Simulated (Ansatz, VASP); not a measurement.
**Rh in VASP and in Ansatz**

INCAR

```
PREC = Accurate ; ENCUT = 520
EDIFF = 1E-6 ; ISMEAR = 0
SIGMA = 0.15 ; LREAL = False
LASPH = True ; NELM = 80
ALGO = Fast ; ISIF = 2
LWAVE = False ; LCHARG = False
GGA = PE ; NBANDS = 14
```

File KPOINTS:

```
regular mesh
0
Gamma
  26 26 26
```

POSCAR

```
Rh
1.0
    0.0000000000      2.0107136821      1.9149654115
    1.9149654115      0.0000000000      1.9149654115
    1.9149654115      2.0107136821      0.0000000000
Rh
1
Direct
    0.0000000000      0.0000000000      0.0000000000
```

Input for Ansatz:

```yaml
crystal:
  lattice:
    - [0.0, 2.0107136821, 1.9149654115]
    - [1.9149654115, 0.0, 1.9149654115]
    - [1.9149654115, 2.0107136821, 0.0]
  atoms:
    - { symbol: Rh, position: [0.0, 0.0, 0.0] }
basis:
  ecutwfc: 420
kpoints:
  mp_grid: { grid: [26, 26, 26] }
hamiltonian:
  xc: pbe
scf:
  occupations: { method: gaussian, width: 0.15 }
output:
  forces: true
  stress: true
  eigenvalues: true
```

Change from the starting cell: strain +0.0500 x Voigt [0, 1, 0, 0, 0, 0], atoms carried along.

Alike in both runs: task single point; functional PBE; k mesh 26 × 26 × 26; occupations gaussian, width 0.15 eV; no spin polarisation.

|  | VASP | Ansatz |
| --- | --- | --- |
| version | VASP 6.6.1 | Ansatz 0.2.0 |
| potentials or method | VASP PAW PBE potentials, release 64 (Rh_pv), cutoff 520 eV | scalar-relativistic, plane waves, PAW |
| valence electrons in the cell | 15 | 17 |

Ansatz gave:

| Quantity | Value |
| --- | --- |
| gap on the k mesh at the Fermi level (eV) | none |
| pressure (GPa) | -10.6 |
| traceless stress, the component that is largest in VASP (GPa) | -6.65 |

Question: What did VASP give for the same quantities?

Answer: gap on the k mesh at the Fermi level (eV): none; pressure (GPa): -10.6; traceless stress, the component that is largest in VASP (GPa): -6.63.

A gap of «none» marks a metal or a gap that the smearing closes. With one functional, cell and mesh, what is left measures potentials, basis and numerics. VASP's potentials hold 15 valence electrons a cell and Ansatz's 17, so a difference there can come from the potentials and not from the codes.
